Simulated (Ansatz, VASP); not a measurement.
# Two plane-wave programs on KTaO3

The input INCAR:

```
SYSTEM = KTaO3
ALGO = Normal ; EDIFF = 1E-7
ENCUT = 520 ; GGA = PS
ISIF = 2 ; ISMEAR = 0
LASPH = .True. ; LCHARG = .True.
LELF = .True. ; LREAL = .False.
LVHAR = .True. ; LWAVE = .False.
NBANDS = 27 ; NELM = 80
PREC = Accurate ; SIGMA = 0.05
```

The input KPOINTS:

```
k-points
0
Gamma
  8 8 8
  0 0 0
```

Contents of POSCAR:

```
KTaO3
1.0
    4.0028520849      0.0000000000      0.0000000000
    0.0000000000      4.0028520849      0.0000000000
    0.0000000000      0.0000000000      3.8451397127
K Ta O
1 1 3
Direct
    0.5000000000      0.5000000000      0.5000000000
    0.0000000000      0.0000000000      0.0000000000
    0.5000000000      0.0000000000      0.0000000000
    0.0000000000      0.5000000000      0.0000000000
    0.0000000000      0.0000000000      0.5000000000
```

Input for Ansatz:

```yaml
crystal:
  lattice:
    - [4.0028520849, 0.0, 0.0]
    - [0.0, 4.0028520849, 0.0]
    - [0.0, 0.0, 3.8451397127]
  atoms:
    - { symbol: K, position: [0.5, 0.5, 0.5] }
    - { symbol: Ta, position: [0.0, 0.0, 0.0] }
    - { symbol: O, position: [0.5, 0.0, 0.0] }
    - { symbol: O, position: [0.0, 0.5, 0.0] }
    - { symbol: O, position: [0.0, 0.0, 0.5] }
basis:
  ecutwfc: 520.0
kpoints:
  mp_grid: { grid: [8, 8, 8] }
hamiltonian:
  xc: pbesol
  pseudopotentials: { kind: paw }
scf:
  occupations: { method: gaussian, width: 0.05 }
output:
  forces: true
  stress: true
  eigenvalues: true
```

Alike in both runs: task single point; functional PBEsol; k mesh 8 × 8 × 8; occupations gaussian, width 0.05 eV; no spin polarisation.

```csv
,VASP,Ansatz
version,VASP 6.6.1,Ansatz 0.2.0
potentials or method,"VASP PAW PBE potentials, release 64 (K_sv, Ta_pv, O), cutoff 520 eV","scalar-relativistic, plane waves, PAW"
valence electrons in the cell,38,40
```

Ansatz gave:

```
gap on the k mesh at the Fermi level (eV)                     : 2.12
least direct gap on the mesh (eV)                             : 2.70
pressure (GPa)                                                : 6.5
traceless stress, the component that is largest in VASP (GPa) : 11.87
```

Estimate VASP's values.

gap on the k mesh at the Fermi level (eV): 2.07; least direct gap on the mesh (eV): 2.66; pressure (GPa): 7.4; traceless stress, the component that is largest in VASP (GPa): 12.11.

VASP's potentials were made for PBE, not for PBEsol. VASP's potentials hold 38 valence electrons a cell and Ansatz's 40, so a difference there can come from the potentials and not from the codes.

Spin-orbit coupling is off throughout.
